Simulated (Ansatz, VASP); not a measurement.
**Two plane-wave programs on Zn**

Contents of INCAR:

```
PREC     = Accurate       # precision mode
ENCUT    = 520            # plane-wave cutoff, eV
EDIFF    = 1E-6           # SCF threshold, eV
ISMEAR   = 0              # smearing method
SIGMA    = 0.15           # smearing width, eV
LREAL    = F              # projectors in reciprocal space
LASPH    = T              # aspherical terms in the spheres
NELM     = 80             # most SCF steps
ALGO     = Fast           # electronic algorithm
ISIF     = 2              # what is computed and relaxed
LWAVE    = F              # write WAVECAR
LCHARG   = F              # write CHGCAR
GGA      = PS             # functional
NBANDS   = 12             # bands
```

File KPOINTS:

```
regular mesh
0
Gamma
  20 20 20
```

The input POSCAR:

```
Zn
1.0
   -1.4841722663      1.5300745013      1.5759767363
    1.4841722663     -1.5300745013      1.5759767363
    1.4841722663      1.5300745013     -1.5759767363
Zn
1
Direct
    0.0000000000      0.0000000000      0.0000000000
```

Input for Ansatz:

```yaml
crystal:
  lattice:
    - [-1.4841722663, 1.5300745013, 1.5759767363]
    - [1.4841722663, -1.5300745013, 1.5759767363]
    - [1.4841722663, 1.5300745013, -1.5759767363]
  atoms:
    - { symbol: Zn, position: [0.0, 0.0, 0.0] }
basis:
  ecutwfc: 520.0
kpoints:
  mp_grid: { grid: [20, 20, 20] }
hamiltonian:
  xc: pbesol
scf:
  occupations: { method: gaussian, width: 0.15 }
output:
  forces: true
  stress: true
  eigenvalues: true
```

Change from the starting cell: normal strain along x -0.0300, normal strain along z +0.0300.

Alike in both runs: task single point; functional PBEsol; k mesh 20 × 20 × 20; occupations gaussian, width 0.15 eV; no spin polarisation.

```csv
,VASP,Ansatz
version,VASP 6.6.1,Ansatz 0.2.0
potentials or method,"VASP PAW PBE potentials, release 64 (Zn), cutoff 520 eV","scalar-relativistic, plane waves, PAW"
valence electrons in the cell,12,12
```

```csv
,VASP,Ansatz,Ansatz less VASP
gap on the k mesh at the Fermi level (eV),none,none,-
pressure (GPa),0.3,-0.1,-0.46
"traceless stress, the component that is largest in VASP (GPa)",-1.62,-1.63,-0.009
```

VASP's potentials were made for PBE, not for PBEsol. A gap of «none» marks a metal or a gap that the smearing closes.
